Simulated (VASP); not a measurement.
# SiC3 (P-4m2) in VASP: a series of runs

Runs on SiC3. Level: PBE. Tasks: single point.

Program: VASP 6.6.1. These are calculated values, not measurements. Logs are shortened: lines on timing, memory, paths and dates and some standing lists are left out, and cuts for length are marked.

## (1) The cell of the first run

Symmetry: P-4m2, No. 115, tetragonal system. Conventional cell: a = 2.805 Å, b = 2.805 Å, c = 4.112 Å, α = 90.00°, β = 90.00°, γ = 90.00°. Si (site symmetry -4m2) has 4 C at 1.84 Å within 2.4 Å. Within 2.2 Å of C (site symmetry 2mm) lie 2 C at 1.65 Å and 2 Si at 1.84 Å. C (site symmetry -4m2) has 4 C at 1.65 Å within 2.2 Å.

## (2) Single point, PBE

File INCAR:

```
PREC = Accurate
ENCUT = 520
EDIFF = 1E-6
ISMEAR = 0
SIGMA = 0.1
LREAL = False
LASPH = True
NELM = 80
ALGO = Normal
ISIF = 2
LWAVE = False
LCHARG = True
GGA = PE
LELF = True
LVHAR = True
NBANDS = 16
```

File KPOINTS:

```
regular mesh
0
Gamma
  6 6 4
```

File POSCAR:

```
SiC3
1.0
    2.8046560007      0.0000000000      0.0000000000
    0.0000000000      2.8046560007      0.0000000000
    0.0000000000      0.0000000000      4.1121382543
Si C
1 3
Direct
    0.5000000000      0.5000000000      0.0000000000
    0.0000000000      0.5000000000      0.2879809550
    0.5000000000      0.0000000000      0.7120190450
    0.0000000000      0.0000000000      0.5000000000
```

Potentials or basis: VASP PAW PBE potentials, release 64 (Si, C).

On the command line:

```sh
cat potpaw_PBE.64/Si/POTCAR potpaw_PBE.64/C/POTCAR > POTCAR
mpirun -np 1 vasp_std > vasp.out
```

OUTCAR:

```text
PREC = Accurate
   ENCUT = 520
   EDIFF = 1E-6
   ISMEAR = 0
   LREAL = False
   LASPH = True
   NELM = 80
   ISIF = 2
   GGA = PE

 ion  position               nearest neighbor table
   1  0.500  0.500  0.000-   2 1.84   3 1.84   3 1.84   2 1.84
   2  0.000  0.500  0.288-   4 1.65   4 1.65   1 1.84   1 1.84
   3  0.500  0.000  0.712-   4 1.65   4 1.65   1 1.84   1 1.84
   4  0.000  0.000  0.500-   2 1.65   3 1.65   2 1.65   3 1.65

  LATTYP: Found a simple tetragonal cell.
 ALAT       =     2.8046560007
 C/A-ratio  =     1.4661827523

  Lattice vectors:

 A1 = (   2.8046560007,   0.0000000000,   0.0000000000)
 A2 = (   0.0000000000,   2.8046560007,   0.0000000000)
 A3 = (   0.0000000000,   0.0000000000,   4.1121382543)

Analysis of symmetry for initial positions (statically):
=====================================================================
 Subroutine PRICEL returns:
 Original cell was already a primitive cell.

 Routine SETGRP: Setting up the symmetry group for a
 simple tetragonal supercell.

 Subroutine GETGRP returns: Found  8 space group operations
 (whereof  8 operations were pure point group operations)
 out of a pool of 16 trial point group operations.

The static configuration has the point symmetry D_2d.

Analysis of symmetry for dynamics (positions and initial velocities):
=====================================================================
 Subroutine PRICEL returns:
 Original cell was already a primitive cell.

 Routine SETGRP: Setting up the symmetry group for a
 simple tetragonal supercell.

 Subroutine GETGRP returns: Found  8 space group operations
 (whereof  8 operations were pure point group operations)
 out of a pool of 16 trial point group operations.

The dynamic configuration has the point symmetry D_2d.

 Subroutine INISYM returns: Found  8 space group operations
 (whereof  8 operations are pure point group operations),
 and found     1 'primitive' translations

----------------------------------------------------------------------------------------

                                     Primitive cell

  volume of cell :      32.3465

  direct lattice vectors                    reciprocal lattice vectors
     2.804656001  0.000000000  0.000000000     0.356549965  0.000000000  0.000000000
     0.000000000  2.804656001  0.000000000     0.000000000  0.356549965  0.000000000
     0.000000000  0.000000000  4.112138254     0.000000000  0.000000000  0.243182485

  length of vectors
     2.804656001  2.804656001  4.112138254     0.356549965  0.356549965  0.243182485

  position of ions in fractional coordinates (direct lattice)
     0.500000000  0.500000000  0.000000000
     0.000000000  0.500000000  0.287980955
     0.500000000  0.000000000  0.712019045
     0.000000000  0.000000000  0.500000000

  ion indices of the primitive-cell ions
   primitive index   ion index
                 1           1
                 2           2
                 3           3
                 4           4

----------------------------------------------------------------------------------------

 KPOINTS: regular mesh

Automatic generation of k-mesh.
 Grid dimensions read from file:
 generate k-points for:    6    6    4

 Generating k-lattice:

  Cartesian coordinates                     Fractional coordinates (reciprocal lattice)
     0.059424994  0.000000000  0.000000000     0.166666667  0.000000000  0.000000000
     0.000000000  0.059424994  0.000000000     0.000000000  0.166666667  0.000000000
     0.000000000  0.000000000  0.060795621     0.000000000  0.000000000  0.250000000

  Length of vectors
     0.059424994  0.059424994  0.060795621

  Shift w.r.t. Gamma in fractional coordinates (k-lattice)
     0.000000000  0.000000000  0.000000000

 Subroutine IBZKPT returns following result:
 ===========================================

 Found     30 irreducible k-points:

 Following reciprocal coordinates:
            Coordinates               Weight
  0.000000  0.000000  0.000000      1.000000
  0.166667  0.000000  0.000000      4.000000
  0.333333  0.000000  0.000000      4.000000
  0.500000  0.000000  0.000000      2.000000
  0.166667  0.166667  0.000000      4.000000
  0.333333  0.166667  0.000000      8.000000
[... 16 lines left out ...]
  0.333333  0.000000  0.500000      4.000000
  0.500000  0.000000  0.500000      2.000000
 [... further k-points ...]
   k-points           NKPTS =     30   k-points in BZ     NKDIM =     30   number of bands    NBANDS=     16
   number of dos      NEDOS =    301   number of ions     NIONS =      4
   total plane-waves  NPLWV =  18432
   dimension x,y,z NGX =    24 NGY =   24 NGZ =   32
   dimension x,y,z NGXF=    48 NGYF=   48 NGZF=   64
   ions per type =               1   3
   NGX,Y,Z   is equivalent  to a cutoff of  14.23, 14.23, 12.94 a.u.
   NGXF,Y,Z  is equivalent  to a cutoff of  28.45, 28.45, 25.87 a.u.
 SYSTEM =  unknown system
   PREC   = accura    normal or accurate (medium, high low for compatibility)
   ISTART =      0    job   : 0-new  1-cont  2-samecut
   ICHARG =      2    charge: 1-file 2-atom 10-const
   ISPIN  =      1    spin polarized calculation?
   LNONCOLLINEAR =      F non collinear calculations
   LSORBIT =      F    spin-orbit coupling
   LASPH  =      T    aspherical Exc in radial PAW
   ENCUT  =  520.0 eV  38.22 Ry    6.18 a.u.   5.21  5.21  7.65*2*pi/ulx,y,z
   NELM   =     80;   NELMIN=  2; NELMDL= -5     # of ELM steps
   EDIFF  = 0.1E-05   stopping-criterion for ELM
   LREAL  =      F    real-space projection
   EDIFFG = 0.1E-04   stopping-criterion for IOM
   NSW    =      0    number of steps for IOM
   IBRION =     -1    ionic relax: 0-MD 1-quasi-New 2-CG
   NFREE  =      0    steps in history (QN), initial steepest desc. (CG)
   ISIF   =      2    stress and relaxation
   ISYM   =      2    0-nonsym 1-usesym 2-fastsym
   POTIM  = 0.5000    time-step for ionic-motion
   TEBEG  =    0.0;   TEEND  =   0.0 temperature during run
   PSTRESS=    0.0 pullay stress
   NELECT =      16.0000    total number of electrons
   NUPDOWN=      -1.0000    fix difference up-down
   EMIN   =  10.00;   EMAX   =-10.00  energy-range for DOS
   EFERMI =   0.00;   METHOD = LEGACY
   ISMEAR =     0;   SIGMA  =   0.10  broadening in eV -4-tet -1-fermi 0-gaus
   EFERMI_NEDOS =   21; number of points for ismear=-14 and -15
   IALGO  =     38    algorithm
   IMIX   =      4    mixing-type and parameters
     AMIX     =   0.40;   BMIX     =  1.00
     AMIX_MAG =   1.60;   BMIX_MAG =  1.00
  volume/ion in A,a.u.               =       8.09        54.57
  Fermi-wavevector in a.u.,A,eV,Ry     =   1.294710  2.446647 22.807094  1.676274
  Thomas-Fermi vector in A             =   2.426276
   LORBIT       =      0    0 simple, 1 ext, 2 COOP (PROOUT), +10 PAW based schemes
   GGA     = PE    functional components
   LHFCALC =     F    Hartree Fock is set to
   AEXX    =    0.0000 exact exchange contribution
   IVDW    =     0    specifies the selected vdW correction
   LEPSILON=     F    determine dielectric tensor
   LRPA    =     F    only Hartree local field effects (RPA)
 non-spin polarized calculation
 Gauss-broadening in eV      SIGMA  =   0.10
  energy-cutoff  :      520.00
  volume of cell :       32.35
 maximum number of plane-waves:       888
 NGX is ok and might be reduce to    24
   NGX = 11   NGY = 11   NGZ = 15

 number of electron      15.9999999 magnetization

 Free energy of the ion-electron system (eV)
  ---------------------------------------------------
  ext. energy  EPLUGINS =         0.00000000
  ---------------------------------------------------
  free energy    TOTEN  =       -31.08137761 eV

  energy without entropy =      -31.08137761  energy(sigma->0) =      -31.08137761

 E-fermi :   9.7590     XC(G=0): -12.0515

 val. band max:        9.3205477669   @ k =   0.0000   0.0000   0.0000
 cond. band min:      10.9176313103   @ k =   0.5000   0.5000   0.0000
 fundamental gap:      1.5970835434
 Fermi energy:         9.7590421719

 k-point     1 :       0.0000    0.0000    0.0000
  band No.  band energies     occupation
      1      -9.3081      2.00000
      2      -2.7409      2.00000
      3      -1.4929      2.00000
      4       3.8678      2.00000
      5       3.8678      2.00000
      6       8.6346      2.00000
[... 8 lines left out ...]
     15      22.5504      0.00000
     16      23.8214      0.00000

 k-point     2 :       0.1667    0.0000    0.0000
  band No.  band energies     occupation
      1      -8.8940      2.00000
      2      -2.5886      2.00000
      3      -1.2118      2.00000
      4       2.2245      2.00000
      5       4.1446      2.00000
      6       7.3299      2.00000
[... 8 lines left out ...]
     15      22.9776      0.00000
     16      23.0299      0.00000

 k-point     3 :       0.3333    0.0000    0.0000
  band No.  band energies     occupation
      1      -7.6956      2.00000
      2      -3.2732      2.00000
      3      -0.4979      2.00000
      4       1.2921      2.00000
      5       4.5244      2.00000
      6       4.8273      2.00000
[... 8 lines left out ...]
     15      21.0654      0.00000
     16      22.2944      0.00000

 k-point     4 :       0.5000    0.0000    0.0000
  band No.  band energies     occupation
      1      -6.3303      2.00000
      2      -4.8896      2.00000
      3       0.3866      2.00000
      4       2.5172      2.00000
      5       2.8717      2.00000
      6       3.1157      2.00000
[... 8 lines left out ...]
     15      20.5292      0.00000
     16      21.7178      0.00000
[... 324 lines left out ...]
 k-point    22 :       0.1667    0.0000    0.5000
  band No.  band energies     occupation
      1      -7.8977      2.00000
      2      -5.9845      2.00000
      3       1.9115      2.00000
      4       3.5023      2.00000
      5       4.5359      2.00000
      6       5.6390      2.00000
[... 8 lines left out ...]
     15      19.7674      0.00000
     16      20.8957      0.00000

 k-point    23 :       0.3333    0.0000    0.5000
  band No.  band energies     occupation
      1      -6.8309      2.00000
      2      -4.8535      2.00000
      3      -0.9208      2.00000
      4       0.8753      2.00000
      5       5.0771      2.00000
      6       6.1585      2.00000
[... 8 lines left out ...]
     15      19.5891      0.00000
     16      21.5285      0.00000

 k-point    24 :       0.5000    0.0000    0.5000
  band No.  band energies     occupation
      1      -5.8365      2.00000
      2      -4.1146      2.00000
      3      -1.9514      2.00000
      4      -1.1748      2.00000
      5       5.3999      2.00000
      6       6.5995      2.00000
[... 8 lines left out ...]
     15      20.5138      0.00000
     16      21.8786      0.00000

 [... further k-points ...]
[... 5 lines left out ...]
  --------------------------------------------------------------------------------------
  -------------------------------------------------------------------------------------
  Total       -0.0579764     -0.0579764     -0.0738715      0.0000000      0.0000000      0.0000000
  in kB       -2.8716726     -2.8716726     -3.6589826      0.0000000      0.0000000      0.0000000
  external PRESSURE =      -3.1341092 kB  Pullay stress =       0.0000000 kB

 VOLUME and BASIS-vectors are now :
 -----------------------------------------------------------------------------
  energy-cutoff  :      520.00
  volume of cell :       32.35
      direct lattice vectors                 reciprocal lattice vectors
     2.804656001  0.000000000  0.000000000     0.356549965  0.000000000  0.000000000
     0.000000000  2.804656001  0.000000000     0.000000000  0.356549965  0.000000000
     0.000000000  0.000000000  4.112138254     0.000000000  0.000000000  0.243182485

 POSITION                                       TOTAL-FORCE (eV/Angst)
 -----------------------------------------------------------------------------------
      1.40233      1.40233      0.00000         0.000000      0.000000      0.000000
      0.00000      1.40233      1.18422         0.000000     -0.000000     -0.017370
      1.40233      0.00000      2.92792         0.000000     -0.000000      0.017370
      0.00000      0.00000      2.05607        -0.000000     -0.000000      0.000000
 -----------------------------------------------------------------------------------
    total drift:                               -0.000000      0.000000     -0.000000

  FREE ENERGIE OF THE ION-ELECTRON SYSTEM (eV)
  ---------------------------------------------------
  free  energy   TOTEN  =       -31.0813776089 eV

  energy  without entropy=      -31.0813776089  energy(sigma->0) =      -31.08137761
```

Wall time 12 s (1 thread of Intel Xeon 6975P-C, shared host); peak memory 0.15 GiB.

What came out:

```
Free energy            : -31.0814 eV
Pressure               : -0.3 GPa
Largest force          : 0.017 eV/Å
Band gap on the k mesh : 1.60 eV, indirect (least direct gap 1.79 eV)
```

Forces on the atoms (eV/Å):
```
Si   0.000  0.000  0.000
C    0.000  0.000 -0.017
C    0.000  0.000  0.017
C    0.000  0.000  0.000
```

Stress tensor (GPa, compression positive):
```
-0.29  0.00  0.00
 0.00 -0.29  0.00
 0.00  0.00 -0.37
```

A k mesh can miss the band edges. As with any semilocal functional, this PBE gap is likely too small.

(Part 1 of 2 ends here.)
